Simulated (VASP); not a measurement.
ZnS, 2 atoms in the cell. Symmetry: I-4m2, No. 119, tetragonal system. Conventional cell: a = 4.294 Å, b = 4.294 Å, c = 4.293 Å, α = 90.00°, β = 90.00°, γ = 90.00°. Zn (site symmetry -4m2) has 4 S at 2.40 Å within 3.2 Å. Within 3.2 Å of S (site symmetry -4m2) lie 4 Zn at 2.40 Å.  This cell differs from its parent crystal: ratio of the length along z to the lengths across it x 0.707, volume and fractional coordinates fixed.

```yaml
Program: VASP 6.6.1
Task: single point
Functional: r2SCAN
Potentials_or_basis: VASP PAW PBE potentials, release 64 (Zn, S)
Cutoff: 520 eV
k_mesh: 8 × 8 × 8
Occupations: gaussian, width 0.05 eV
Spin: no spin polarisation
Dipole_correction: no
Further_INCAR_settings: ALGO = Normal; EDIFF = 1e-06; NBANDS = 16
```

Potentials or basis: VASP PAW PBE potentials, release 64 (Zn, S).

Launch:

```console
$ cat potpaw_PBE.64/Zn/POTCAR potpaw_PBE.64/S/POTCAR > POTCAR
$ cp INCAR.step1 INCAR
$ mpirun -np 1 vasp_std > vasp.out
$ cp INCAR.step2 INCAR
$ mpirun -np 1 vasp_std > vasp.out
```

Hardware: 1 thread of Intel(R) Xeon(R) 6975P-C (Granite Rapids), with other jobs on the host.

Question: Estimate the wall time of this run.

Answer: Run time: 65 s on 1 thread of Intel(R) Xeon(R) 6975P-C (Granite Rapids) (shared host), peak memory 0.19 GiB. Counts: k points 59.
